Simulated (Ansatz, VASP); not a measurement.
# In3GeO2: VASP beside Ansatz

```
In Ge O
1.0
     5.02473    0.00000    0.00000
    -2.51236    4.35154    0.00000
     0.00000    0.00000    5.32791
In Ge O
3 1 2
Direct
  0.33333 0.66667 0.54316
  0.66667 0.33333 0.54316
  0.00000 0.00000 0.95661
  0.00000 0.00000 0.44532
  0.33333 0.66667 0.92958
  0.66667 0.33333 0.92958
```

Alike in both runs: functional PBE; k mesh 12 × 12 × 8; occupations gaussian, width 0.1 eV; no spin polarisation.

Ansatz relaxed the structure, and its values are those at the end. VASP's run is a single point on that final structure, the one shown.

|  | VASP | Ansatz |
| --- | --- | --- |
| version | VASP 6.6.1 | Ansatz 0.2.0 |
| potentials or method | VASP PAW PBE potentials, release 64 (In_d, Ge_d, O), cutoff 520 eV | scalar-relativistic, plane waves, PAW |
| valence electrons in the cell | 65 | 65 |

|  | VASP | Ansatz | Ansatz less VASP |
| --- | --- | --- | --- |
| gap on the k mesh at the Fermi level (eV) | none | none | - |
| pressure (GPa) | 0.1 | 0.0 | -0.09 |
| rms of the force components (eV/Å) | 0.044 | 0.001 | -0.0431 |

A gap of «none» marks a metal or a gap that the smearing closes. With one functional, cell and mesh, what is left measures potentials, basis and numerics.
